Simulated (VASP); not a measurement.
# V3F (R-3m) in VASP: relaxation of cell and atoms with PBE

Aim: the relaxation of cell and atoms of V3F with PBE.

Program: VASP 6.6.1. These are calculated values, not measurements. Logs are shortened: lines on timing, memory, paths and dates and some standing lists are left out, and cuts for length are marked.

## Step 1: The cell of the first run

The structure is trigonal, space group R-3m (No. 166). The conventional cell has a = 4.463 Å, b = 4.463 Å, c = 9.405 Å, α = 90.00°, β = 90.00°, γ = 120.00°. Within 2.1 Å of V (site symmetry 3m) lie 1 F at 1.61 Å. Within 3.4 Å of V (site symmetry -3m) lie 8 V at 2.58 to 3.09 Å and 6 F at 3.02 Å. F (site symmetry -3m) has 2 V at 1.61 Å within 2.1 Å.

The cell was generated, and may not be a known phase.

## Step 2: Relaxation of cell and atoms, PBE, collinear spin, ferrimagnetic start

The input, INCAR:

```
PREC = Accurate ; ENCUT = 600
EDIFF = 1E-6 ; ISMEAR = 0
SIGMA = 0.1 ; LREAL = False
LASPH = True ; NELM = 150
ALGO = Normal ; ISIF = 3
LWAVE = False ; LCHARG = False
ISPIN = 2 ; MAGMOM = -2 -2 2 0
LORBIT = 11 ; LMAXMIX = 4
GGA = PE ; IBRION = 2
NSW = 90 ; EDIFFG = -0.04
```

The input, KPOINTS:

```
Automatic mesh
0
Gamma
  6 6 6
```

The input, POSCAR:

```
V3F
1.0
    2.2317097400      1.2884782200      3.1350334900
   -2.2317097400      1.2884782200      3.1350334900
    0.0000000000     -2.5769564400      3.1350334900
V F
3 1
Direct
    0.1714736700      0.1714736700      0.1714736700
    0.8285263300      0.8285263300      0.8285263300
    0.5000000000      0.5000000000      0.5000000000
    0.0000000000      0.0000000000      0.0000000000
```

Potentials or basis: VASP PAW PBE potentials, release 64 (V_sv, F).

Command:

```console
cat potpaw_PBE.64/V_sv/POTCAR potpaw_PBE.64/F/POTCAR > POTCAR
mpirun -np 1 vasp_std > vasp.out
```

OUTCAR:

```text
PREC = Accurate
   ENCUT = 600
   EDIFF = 1E-6
   ISMEAR = 0
   LREAL = False
   LASPH = True
   NELM = 150
   ISIF = 3
   ISPIN = 2
   LORBIT = 11
   GGA = PE
   IBRION = 2
   NSW = 90
   EDIFFG = -0.04

 ion  position               nearest neighbor table
   1  0.171  0.171  0.171-   4 1.61   3 2.58   3 2.58   3 2.58   2 2.58   2 2.58   2 2.58
   2  0.829  0.829  0.829-   4 1.61   3 2.58   3 2.58   3 2.58   1 2.58   1 2.58   1 2.58
   3  0.500  0.500  0.500-   1 2.58   1 2.58   2 2.58   2 2.58   1 2.58   2 2.58
   4  0.000  0.000  0.000-   1 1.61   2 1.61

  LATTYP: Found a trigonal (rhomboedric) cell.
 ALAT       =     4.0582187559
 COS(alpha) =     0.3951683544

  Lattice vectors:

 A1 = (   2.2317097400,   1.2884782200,   3.1350334900)
 A2 = (  -2.2317097400,   1.2884782200,   3.1350334900)
 A3 = (   0.0000000000,  -2.5769564400,   3.1350334900)

Analysis of symmetry for initial positions (statically):
=====================================================================
 Subroutine PRICEL returns:
 Original cell was already a primitive cell.

 Routine SETGRP: Setting up the symmetry group for a
 trigonal (rhombohedral) supercell.

 Subroutine GETGRP returns: Found 12 space group operations
 (whereof 12 operations were pure point group operations)
 out of a pool of 12 trial point group operations.

The static configuration has the point symmetry D_3d.

Analysis of symmetry for dynamics (positions and initial velocities):
=====================================================================
 Subroutine PRICEL returns:
 Original cell was already a primitive cell.

 Routine SETGRP: Setting up the symmetry group for a
 trigonal (rhombohedral) supercell.

 Subroutine GETGRP returns: Found 12 space group operations
 (whereof 12 operations were pure point group operations)
 out of a pool of 12 trial point group operations.

The dynamic configuration has the point symmetry D_3d.

Analysis of structural, dynamic, and magnetic symmetry:
=====================================================================
 Subroutine PRICEL returns:
 Original cell was already a primitive cell.

 Routine SETGRP: Setting up the symmetry group for a
 trigonal (rhombohedral) supercell.

 Subroutine GETGRP returns: Found 12 space group operations
 (whereof 12 operations were pure point group operations)
 out of a pool of 12 trial point group operations.

The overall configuration has the point symmetry D_3d.

 Subroutine INISYM returns: Found 12 space group operations
[... 130 lines left out ...]
   LEPSILON=     F    determine dielectric tensor
   LRPA    =     F    only Hartree local field effects (RPA)
 conjugate gradient relaxation of ions
 spin polarized calculation
 Gauss-broadening in eV      SIGMA  =   0.10
  energy-cutoff  :      600.00
  volume of cell :       54.09
 maximum number of plane-waves:      1836
   NGX = 17   NGY = 17   NGZ = 17

--------------------------------------- Ionic step        1  -------------------------------------------

 number of electron      45.9999983 magnetization      -0.0697530

 number of electron      45.9999984 magnetization       0.0049908

 Free energy of the ion-electron system (eV)
  ---------------------------------------------------
  ext. energy  EPLUGINS =         0.00000000
  ---------------------------------------------------
  free energy    TOTEN  =       -25.15380666 eV

  energy without entropy =      -25.12057852  energy(sigma->0) =      -25.13719259

------------------------ aborting loop because EDIFF is reached ----------------------------------------

  FORCE on cell =-STRESS in cart. coord.  units (eV):
  Direction    XX          YY          ZZ          XY          YZ          ZX
  --------------------------------------------------------------------------------------
  -------------------------------------------------------------------------------------
  Total        2.5098665      2.5098665     28.1265839      0.0000000      0.0000000      0.0000000
  in kB       74.3452065     74.3452066    833.1426079      0.0000000      0.0000000      0.0000000
  external PRESSURE =     327.2776737 kB  Pullay stress =       0.0000000 kB
[... 99 lines left out ...]
  FREE ENERGIE OF THE ION-ELECTRON SYSTEM (eV)
  ---------------------------------------------------
  free  energy   TOTEN  =       -25.7189968608 eV

  energy  without entropy=      -25.6650209188  energy(sigma->0) =      -25.69200889

[... ionic steps 4 to 26 ...]

--------------------------------------- Ionic step       27  -------------------------------------------

 number of electron      45.9999963 magnetization       0.0000000

------------------------ aborting loop because EDIFF is reached ----------------------------------------
[... 73 lines left out ...]
 number of electron      45.9999963 magnetization      -0.0000000

 number of electron      45.9999963 magnetization       0.0000000

 Free energy of the ion-electron system (eV)
  ---------------------------------------------------
  ext. energy  EPLUGINS =         0.00000000
  ---------------------------------------------------
  free energy    TOTEN  =       -27.81896995 eV

  energy without entropy =      -27.79888149  energy(sigma->0) =      -27.80892572

 E-fermi :   8.1177     XC(G=0): -12.1248

 val. band max:        8.1081013083   @ k =   0.5000   0.5000   0.3333
 cond. band min:       8.1314193450   @ k =   0.3333   0.3333   0.3333
 fundamental gap:      0.0233180367
 Fermi energy:         8.1177369344

 spin component 1

 k-point     1 :       0.0000    0.0000    0.0000
  band No.  band energies     occupation
      1     -55.8851      1.00000
      2     -55.7883      1.00000
      3     -54.9698      1.00000
      4     -30.1384      1.00000
      5     -29.7697      1.00000
      6     -29.7697      1.00000
[... 733 lines left out ...]
     27       9.5663      0.00000
     28       9.9270      0.00000

 [... further k-points ...]

 spin component 2

 k-point     1 :       0.0000    0.0000    0.0000
  band No.  band energies     occupation
      1     -55.8851      1.00000
      2     -55.7883      1.00000
      3     -54.9698      1.00000
      4     -30.1384      1.00000
      5     -29.7697      1.00000
      6     -29.7697      1.00000
[... 766 lines left out ...]
  FREE ENERGIE OF THE ION-ELECTRON SYSTEM (eV)
  ---------------------------------------------------
  free  energy   TOTEN  =       -27.8189699512 eV

  energy  without entropy=      -27.7988814946  energy(sigma->0) =      -27.80892572

 reached required accuracy - stopping structural energy minimisation

 total charge

# of ion       s       p       d       tot
------------------------------------------
    1        2.287   6.133   3.120  11.541
    2        2.287   6.133   3.120  11.541
    3        2.407   6.122   3.378  11.907
    4        1.765   4.259   0.000   6.024
--------------------------------------------------
tot          8.747  22.647   9.619  41.013

 magnetization (x)

# of ion       s       p       d       tot
------------------------------------------
    1       -0.000  -0.000   0.000   0.000
    2       -0.000  -0.000   0.000   0.000
    3       -0.000   0.000   0.000   0.000
    4       -0.000   0.000   0.000   0.000
--------------------------------------------------
tot         -0.000   0.000   0.000   0.000
```

CONTCAR:

```text
V3F
   1.00000000000000
     2.2783160537793696    1.3153863878468641    2.9162487891879016
    -2.2783160537793696    1.3153863878468641    2.9162487891879016
     0.0000000000000000   -2.6307727756937282    2.9162487891879016
  V               F
     3     1
Direct
     0.2493690649766370    0.2493690649766370    0.2493690649766370
     0.7506309350233633    0.7506309350233633    0.7506309350233633
     0.5000000000000000    0.5000000000000000    0.5000000000000000
     0.0000000000000000    0.0000000000000000    0.0000000000000000

  0.00000000E+00  0.00000000E+00  0.00000000E+00
  0.00000000E+00  0.00000000E+00  0.00000000E+00
  0.00000000E+00  0.00000000E+00  0.00000000E+00
  0.00000000E+00  0.00000000E+00  0.00000000E+00
```

Run time: 15 min. Hardware: 1 thread of Intel Xeon 6975P-C (Granite Rapids), shared host; peak memory 0.27 GiB.

Results:

```yaml
Free_energy: -27.8190 eV
Relaxed_volume: 13.11 Å³/atom
Relaxed_cell: a = 3.928 Å, b = 3.928 Å, c = 3.928 Å, α = 70.91°, β = 70.91°, γ = 70.91°
Space_group_after_relaxing_to_0.1_Å: R-3m (No. 166)
Energy_gained_by_relaxing: 666.3 meV/atom
Ionic_steps: 29
Pressure_after_relaxing: 0.0 GPa
Largest_force_after_relaxing: 0.014 eV/Å
Band_gap_on_the_k_mesh: zero (filled and empty bands overlap)
Net_moment: 0.00 μB per cell
Valence_electrons_inside_the_program's_atomic_spheres: V 11.54, 11.91 (each value once); F 6.02
```

Forces in eV/Å, atoms in the order of the input:
```
V    0.000  0.000 -0.014
V    0.000  0.000  0.014
V    0.000  0.000  0.000
F    0.000  0.000  0.000
```

Step by step:
```
step  energy change (eV)  largest force (eV/Å)  pressure (GPa)  volume (Å³)
   1              0.0000                8.5200           32.73        54.09
   2              0.0104                0.1863          -20.76        76.89
   3             -0.5652                0.1023          -18.09        72.31
   4             -0.9695                0.2129          -15.74        69.02
   5             -1.8231                0.1825           -6.88        61.42
   6             -1.8698                1.1685            3.13        57.72
   7             -1.9184                0.2426           -2.72        59.55
   8             -1.9229                0.3881           -1.65        59.16
   9             -1.9229                0.4307           -1.37        59.06
  10             -1.9485                0.5608           -0.39        58.17
  11             -2.0250                1.0514            3.08        55.54
  12             -2.1029                1.6907           13.37        50.47
  13             -2.1049                1.6869           13.44        50.42
  14             -2.1105                1.6761           13.69        50.27
  15             -2.1205                1.6546           14.31        49.97
  16             -2.1351                1.6162           15.60        49.38
  17             -2.1409                1.5305           18.50        48.20
  18             -2.1734                1.4481           17.66        48.32
  19             -2.2614                1.2042           15.49        48.65
  20             -2.3976                0.7968           11.37        49.33
  21             -2.5591                0.4392            4.78        50.70
  22             -2.6547                0.0424           -2.52        53.49
  23             -2.6587                0.0541           -1.90        53.02
  24             -2.6622                0.0185           -1.35        52.86
  25             -2.6644                0.0571           -0.26        52.57
  26             -2.6645                0.0479           -0.31        52.60
  27             -2.6645                0.0456           -0.37        52.61
  28             -2.6647                0.0373           -0.29        52.57
  29             -2.6652                0.0139           -0.02        52.44
```

Final structure:
```xyz
4
Lattice="2.2783 1.3154 2.9162 -2.2783 1.3154 2.9162 0.0000 -2.6308 2.9162" Properties=species:S:1:pos:R:3 pbc="T T T"
V     0.0000    0.0000    2.1817
V     0.0000    0.0000    6.5671
V     0.0000    0.0000    4.3744
F     0.0000    0.0000    0.0000
```

Caveat: the moments typed at the start vanished in this run.

The gap in the log of VASP goes by the Fermi energy; the results here count the filled bands.